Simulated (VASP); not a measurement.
# Al4Ru5 in VASP: further runs, part 2 of 2

VASP 6.6.1.

## (3) Single point, PBEsol

File INCAR:

```
PREC     = Accurate       # precision mode
ENCUT    = 520            # plane-wave cutoff, eV
EDIFF    = 1E-6           # SCF threshold, eV
ISMEAR   = 0              # smearing method
SIGMA    = 0.1            # smearing width, eV
LREAL    = F              # projectors in reciprocal space
LASPH    = T              # aspherical terms in the spheres
NELM     = 80             # most SCF steps
ALGO     = Fast           # electronic algorithm
ISIF     = 2              # what is computed and relaxed
LWAVE    = F              # write WAVECAR
LCHARG   = F              # write CHGCAR
LDIPOL   = T            
IDIPOL   = 3            
DIPOL    = 0.5 0.5 0.498
GGA      = PS             # functional
NBANDS   = 51             # bands
```

File KPOINTS:

```
regular mesh
0
Gamma
  17 17 1
```

File POSCAR:

```
Al4Ru5
1.0
    2.9916000000      0.0000000000      0.0000000000
    0.0000000000      2.9916000000      0.0000000000
    0.0000000000      0.0000000000     31.9663998047
Ru Al
5 4
Direct
    0.5000000000      0.5000000000      0.3128284718
    0.5000000000      0.5000000000      0.4064142359
    0.5000000000      0.5000000000      0.4986147004
    0.5000000000      0.5000000000      0.5907905664
    0.5000000000      0.5000000000      0.6793567118
    0.0000000000      0.0000000000      0.3596213492
    0.0000000000      0.0000000000      0.4532071133
    0.0000000000      0.0000000000      0.5438590874
    0.0000000000      0.0000000000      0.6361639955
```

Potentials or basis: VASP PAW PBE potentials, release 64 (Ru_pv, Al).

Command:

```
> cat potpaw_PBE.64/Ru_pv/POTCAR potpaw_PBE.64/Al/POTCAR > POTCAR
> mpirun -np 1 vasp_std > vasp.out
```

OUTCAR:

```text
PREC = Accurate
   ENCUT = 520
   EDIFF = 1E-6
   ISMEAR = 0
   LREAL = F
   LASPH = T
   NELM = 80
   ISIF = 2
   GGA = PS

 ion  position               nearest neighbor table
   1  0.500  0.500  0.313-   6 2.59   6 2.59   6 2.59   6 2.59   2 2.99
   2  0.500  0.500  0.406-   7 2.59   7 2.59   7 2.59   7 2.59   6 2.59   6 2.59   6 2.59   6 2.59
                             3 2.95   1 2.99
   3  0.500  0.500  0.499-   8 2.56   8 2.56   8 2.56   8 2.56   7 2.57   7 2.57   7 2.57   7 2.57
                             4 2.95   2 2.95
   4  0.500  0.500  0.591-   9 2.56   9 2.56   9 2.56   9 2.56   8 2.59   8 2.59   8 2.59   8 2.59
                             5 2.83   3 2.95
   5  0.500  0.500  0.679-   9 2.53   9 2.53   9 2.53   9 2.53   4 2.83
   6  0.000  0.000  0.360-   1 2.59   1 2.59   1 2.59   1 2.59   2 2.59   2 2.59   2 2.59   2 2.59
                             7 2.99
   7  0.000  0.000  0.453-   3 2.57   3 2.57   3 2.57   3 2.57   2 2.59   2 2.59   2 2.59   2 2.59
                             8 2.90   6 2.99
   8  0.000  0.000  0.544-   3 2.56   3 2.56   3 2.56   3 2.56   4 2.59   4 2.59   4 2.59   4 2.59
                             7 2.90   9 2.95
   9  0.000  0.000  0.636-   5 2.53   5 2.53   5 2.53   5 2.53   4 2.56   4 2.56   4 2.56   4 2.56
                             8 2.95

  LATTYP: Found a simple tetragonal cell.
 ALAT       =     2.9916000000
 C/A-ratio  =    10.6853856815

  Lattice vectors:

 A1 = (   2.9916000000,   0.0000000000,   0.0000000000)
 A2 = (   0.0000000000,   2.9916000000,   0.0000000000)
 A3 = (   0.0000000000,   0.0000000000,  31.9663998047)

Analysis of symmetry for initial positions (statically):
=====================================================================
 Subroutine PRICEL returns:
 Original cell was already a primitive cell.

 Routine SETGRP: Setting up the symmetry group for a
 simple tetragonal supercell.

 Subroutine GETGRP returns: Found  8 space group operations
 (whereof  8 operations were pure point group operations)
 out of a pool of 16 trial point group operations.

The static configuration has the point symmetry C_4v.

Analysis of symmetry for dynamics (positions and initial velocities):
=====================================================================
 Subroutine PRICEL returns:
 Original cell was already a primitive cell.

 Routine SETGRP: Setting up the symmetry group for a
 simple tetragonal supercell.

 Subroutine GETGRP returns: Found  8 space group operations
 (whereof  8 operations were pure point group operations)
 out of a pool of 16 trial point group operations.

The dynamic configuration has the point symmetry C_4v.

 Subroutine INISYM returns: Found  8 space group operations
 (whereof  8 operations are pure point group operations),
 and found     1 'primitive' translations

----------------------------------------------------------------------------------------

                                     Primitive cell

  volume of cell :     286.0887

  direct lattice vectors                    reciprocal lattice vectors
     2.991600000  0.000000000  0.000000000     0.334269287  0.000000000  0.000000000
     0.000000000  2.991600000  0.000000000     0.000000000  0.334269287  0.000000000
     0.000000000  0.000000000 31.966399805     0.000000000  0.000000000  0.031282847

[... 86 lines left out ...]
   NGXF,Y,Z  is equivalent  to a cutoff of  26.67, 26.67, 24.96 a.u.
 SYSTEM =  unknown system
   PREC   = accura    normal or accurate (medium, high low for compatibility)
   ISTART =      0    job   : 0-new  1-cont  2-samecut
   ICHARG =      2    charge: 1-file 2-atom 10-const
   ISPIN  =      1    spin polarized calculation?
   LNONCOLLINEAR =      F non collinear calculations
   LSORBIT =      F    spin-orbit coupling
   LASPH  =      T    aspherical Exc in radial PAW
   ENCUT  =  520.0 eV  38.22 Ry    6.18 a.u.   5.56  5.56 59.44*2*pi/ulx,y,z
   NELM   =     80;   NELMIN=  2; NELMDL= -5     # of ELM steps
   EDIFF  = 0.1E-05   stopping-criterion for ELM
   LREAL  =      F    real-space projection
   EDIFFG = 0.1E-04   stopping-criterion for IOM
   NSW    =      0    number of steps for IOM
   IBRION =     -1    ionic relax: 0-MD 1-quasi-New 2-CG
   NFREE  =      0    steps in history (QN), initial steepest desc. (CG)
   ISIF   =      2    stress and relaxation
   ISYM   =      2    0-nonsym 1-usesym 2-fastsym
   POTIM  = 0.5000    time-step for ionic-motion
   TEBEG  =    0.0;   TEEND  =   0.0 temperature during run
   PSTRESS=    0.0 pullay stress
   NELECT =      82.0000    total number of electrons
   NUPDOWN=      -1.0000    fix difference up-down
   EMIN   =  10.00;   EMAX   =-10.00  energy-range for DOS
   EFERMI =   0.00;   METHOD = LEGACY
   ISMEAR =     0;   SIGMA  =   0.10  broadening in eV -4-tet -1-fermi 0-gaus
   EFERMI_NEDOS =   21; number of points for ismear=-14 and -15
   IALGO  =     68    algorithm
   IMIX   =      4    mixing-type and parameters
     AMIX     =   0.40;   BMIX     =  1.00
     AMIX_MAG =   1.60;   BMIX_MAG =  1.00
  volume/ion in A,a.u.               =      31.79       214.51
  Fermi-wavevector in a.u.,A,eV,Ry     =   1.079392  2.039755 15.851972  1.165087
  Thomas-Fermi vector in A             =   2.215356
   LORBIT       =      0    0 simple, 1 ext, 2 COOP (PROOUT), +10 PAW based schemes
   GGA     = PS    functional components
   LHFCALC =     F    Hartree Fock is set to
   AEXX    =    0.0000 exact exchange contribution
   IVDW    =     0    specifies the selected vdW correction
   LEPSILON=     F    determine dielectric tensor
   LRPA    =     F    only Hartree local field effects (RPA)
 non-spin polarized calculation
 RMM-DIIS sequential band-by-band and
 Gauss-broadening in eV      SIGMA  =   0.10
  energy-cutoff  :      520.00
  volume of cell :      286.09
 maximum number of plane-waves:      7767
 NGX is ok and might be reduce to    24
   NGX = 11   NGY = 11   NGZ =119

 dipolmoment           0.000000      0.000000      0.024225 electrons x Angstroem

 number of electron      81.9999986 magnetization

 dipolmoment           0.000000      0.000000     -0.003664 electrons x Angstroem

 Free energy of the ion-electron system (eV)
  ---------------------------------------------------
  ext. energy  EPLUGINS =         0.00000000
  ---------------------------------------------------
  free energy    TOTEN  =       -67.76451576 eV

  energy without entropy =      -67.71348178  energy(sigma->0) =      -67.73899877

 E-fermi :   2.0269     XC(G=0):  -6.0816

 val. band max:        2.0200915525   @ k =   0.3529   0.1765   0.0000
 cond. band min:       2.0283484866   @ k =   0.0588   0.0588   0.0000
 fundamental gap:      0.0082569341
 Fermi energy:         2.0268960779

 k-point     1 :       0.0000    0.0000    0.0000
  band No.  band energies     occupation
      1     -40.0382      2.00000
      2     -39.9482      2.00000
      3     -39.8130      2.00000
      4     -39.7913      2.00000
      5     -39.7817      2.00000
      6     -39.7817      2.00000
[... 1285 lines left out ...]
     50       6.5007      0.00000
     51       6.5298      0.00000

 [... further k-points ...]

------------------------ aborting loop because EDIFF is reached ----------------------------------------

 vacuum level on the upper side and lower side of the slab       (xc-potential included)        -0.183        -0.086

  FORCE on cell =-STRESS in cart. coord.  units (eV):
  Direction    XX          YY          ZZ          XY          YZ          ZX
  --------------------------------------------------------------------------------------
  -------------------------------------------------------------------------------------
  Total       -6.0346655     -6.0346655     -1.8117214      0.0000000      0.0000000     -0.0000000
  in kB      -33.7958215    -33.7958215    -10.1461488      0.0000000      0.0000000     -0.0000000
  external PRESSURE =     -25.9125973 kB  Pullay stress =       0.0000000 kB

 VOLUME and BASIS-vectors are now :
 -----------------------------------------------------------------------------
  energy-cutoff  :      520.00
  volume of cell :      286.09
      direct lattice vectors                 reciprocal lattice vectors
     2.991600000  0.000000000  0.000000000     0.334269287  0.000000000  0.000000000
     0.000000000  2.991600000  0.000000000     0.000000000  0.334269287  0.000000000
     0.000000000  0.000000000 31.966399805     0.000000000  0.000000000  0.031282847

 POSITION                                       TOTAL-FORCE (eV/Angst)
 -----------------------------------------------------------------------------------
      1.49580      1.49580     10.00000         0.000000      0.000000      0.828963
      1.49580      1.49580     12.99160         0.000000     -0.000000     -0.523240
      1.49580      1.49580     15.93892         0.000000     -0.000000     -0.025578
      1.49580      1.49580     18.88545        -0.000000     -0.000000      0.034154
      1.49580      1.49580     21.71659         0.000000     -0.000000      0.068134
      0.00000      0.00000     11.49580         0.000000     -0.000000     -0.239916
      0.00000      0.00000     14.48740         0.000000     -0.000000     -0.153797
      0.00000      0.00000     17.38522         0.000000     -0.000000      0.067515
      0.00000      0.00000     20.33587         0.000000     -0.000000     -0.056235
 -----------------------------------------------------------------------------------
    total drift:                                0.000000     -0.000000     -0.000251

  FREE ENERGIE OF THE ION-ELECTRON SYSTEM (eV)
  ---------------------------------------------------
  free  energy   TOTEN  =       -67.7645157582 eV

  energy  without entropy=      -67.7134817849  energy(sigma->0) =      -67.73899877

 vacuum level on the upper side and lower side of the slab         6.239         6.326
```

Wall time 35 min (1 thread of Oxide Virtual Turin-like, shared host); peak memory 0.66 GiB.

What came out:

```
Free energy            : -67.7645 eV
Largest force          : 0.829 eV/Å
Band gap on the k mesh : zero (bands 41 and 42 overlap by 2.17 eV)
```

Forces on the atoms (eV/Å):
```
Ru   0.000  0.000  0.829
Ru   0.000  0.000 -0.523
Ru   0.000  0.000 -0.026
Ru   0.000  0.000  0.034
Ru   0.000  0.000  0.068
Al   0.000  0.000 -0.240
Al   0.000  0.000 -0.154
Al   0.000  0.000  0.068
Al   0.000  0.000 -0.056
```

Levels at points of the mesh, in eV from the Fermi level:
```tsv
k point	band 38	band 39	band 40	band 41	band 42	band 43	band 44	band 45	band 46	band 47
(0.00, 0.00, 0.00)	-0.03	-0.02	0.12	0.22	0.22	0.22	0.34	0.54	0.62	2.62
```

Caveat: the PAW data sets were made with another functional, which shifts forces and pressure a little.
